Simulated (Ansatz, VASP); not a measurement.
**Two plane-wave programs on Ni2Ru**

```xyz
6
Lattice="0.0000 3.2918 3.2918 3.2918 0.0000 3.2918 3.2918 3.2918 0.0000" Properties=species:S:1:pos:R:3 pbc="T T T"
Ni    0.8230    0.8230    0.8230
Ni    0.8230    2.4689    2.4689
Ni    2.4689    2.4689    0.8230
Ni    2.4689    0.8230    2.4689
Ru    3.2918    3.2918    3.2918
Ru    4.9377    4.9377    4.9377
```

Alike in both runs: functional PBE; k mesh 10 × 10 × 10; occupations gaussian, width 0.1 eV; collinear spin.

Ansatz relaxed the structure, and its values are those at the end. VASP's run is a single point on that final structure, the one shown.

|  | VASP | Ansatz |
| --- | --- | --- |
| version | VASP 6.6.1 | Ansatz 0.2.0 |
| potentials or method | VASP PAW PBE potentials, release 64 (Ni, Ru_pv), cutoff 520 eV | scalar-relativistic, plane waves, PAW |
| valence electrons in the cell | 68 | 104 |

Ansatz gave:

| Property | Result |
| --- | --- |
| gap on the k mesh at the Fermi level (eV) | none |
| pressure (GPa) | 0.0 |
| net moment per atom (μB) | 0.56 |
| size of the moment on the site where the two differ most (μB) | 0.58 |

Task: Estimate VASP's values.

Result: gap on the k mesh at the Fermi level (eV): none; pressure (GPa): -0.3; net moment per atom (μB): 0.56; size of the moment on the site where the two differ most (μB): 0.54.

Site moments also hang on the region over which each program counts them. A gap of «none» marks a metal or a gap that the smearing closes. The functional is the same, so the differences come from potentials, cutoffs and numerics. VASP's potentials hold 68 valence electrons a cell and Ansatz's 104, so a difference there can come from the potentials and not from the codes.
